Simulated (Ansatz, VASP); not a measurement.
## CdS in VASP and in Ansatz

File INCAR:

```
SYSTEM = CdS
ALGO     = Normal         ! electronic algorithm
EDIFF    = 1E-6           ! SCF threshold, eV
ENCUT    = 520            ! plane-wave cutoff, eV
GGA      = PE             ! functional
ISIF     = 2              ! what is computed and relaxed
ISMEAR   = -1             ! smearing method
LASPH    = .True.         ! aspherical terms in the spheres
LCHARG   = .True.         ! write CHGCAR
LELF     = .True.         ! ELF
LREAL    = .False.        ! projectors in reciprocal space
LVHAR    = .True.       
LWAVE    = .False.        ! write WAVECAR
NBANDS   = 26             ! bands
NELM     = 100            ! most SCF steps
PREC     = Accurate       ! precision mode
SIGMA    = 0.05           ! smearing width, eV
```

The input KPOINTS:

```
k-points
0
Gamma
  9 9 5
  0 0 0
```

Contents of POSCAR:

```
CdS
1.0
    4.1688380995      0.0000000000      0.0000000000
   -2.0844190498      3.6103196984      0.0000000000
    0.0000000000      0.0000000000      6.7796174100
Cd S
2 2
Direct
    0.6666666700      0.3333333300      0.5002243700
    0.3333333300      0.6666666700      0.0002243700
    0.6666666700      0.3333333300      0.8767756300
    0.3333333300      0.6666666700      0.3767756300
```

Input for Ansatz:

```yaml
crystal:
  lattice:
    - [4.1688380995, 0.0, 0.0]
    - [-2.0844190498, 3.6103196984, 0.0]
    - [0.0, 0.0, 6.77961741]
  atoms:
    - { symbol: Cd, position: [0.66666667, 0.33333333, 0.50022437] }
    - { symbol: Cd, position: [0.33333333, 0.66666667, 0.00022437] }
    - { symbol: S, position: [0.66666667, 0.33333333, 0.87677563] }
    - { symbol: S, position: [0.33333333, 0.66666667, 0.37677563] }
hamiltonian:
  xc: pbe
  pseudopotentials:
    kind: all_electron
    lapw: { muffin_tin_radii: { S: 1.032, Cd: 1.222 } }
kpoints:
  mp_grid: { grid: [9, 9, 5] }
scf:
  occupations: { method: fermi_dirac, width: 0.05 }
  convergence: { dr2_threshold: 1.0e-09 }
output:
  eigenvalues: true
  forces: true
basis:
  ecutwfc: 400
```

Alike in both runs: task single point; functional PBE; k mesh 9 × 9 × 5; occupations fermi-dirac, width 0.05 eV; no spin polarisation.

|  | VASP | Ansatz |
| --- | --- | --- |
| version | VASP 6.6.1 | Ansatz 0.2.0 |
| potentials or method | VASP PAW PBE potentials, release 64 (Cd, S), cutoff 520 eV | all-electron LAPW, scalar-relativistic |

```csv
,VASP,Ansatz,Ansatz less VASP
gap on the k mesh at the Fermi level (eV),1.16,1.16,-0.002
least direct gap on the mesh (eV),1.16,1.16,-0.002
```

Ansatz ran all-electron here, and VASP with PAW potentials.
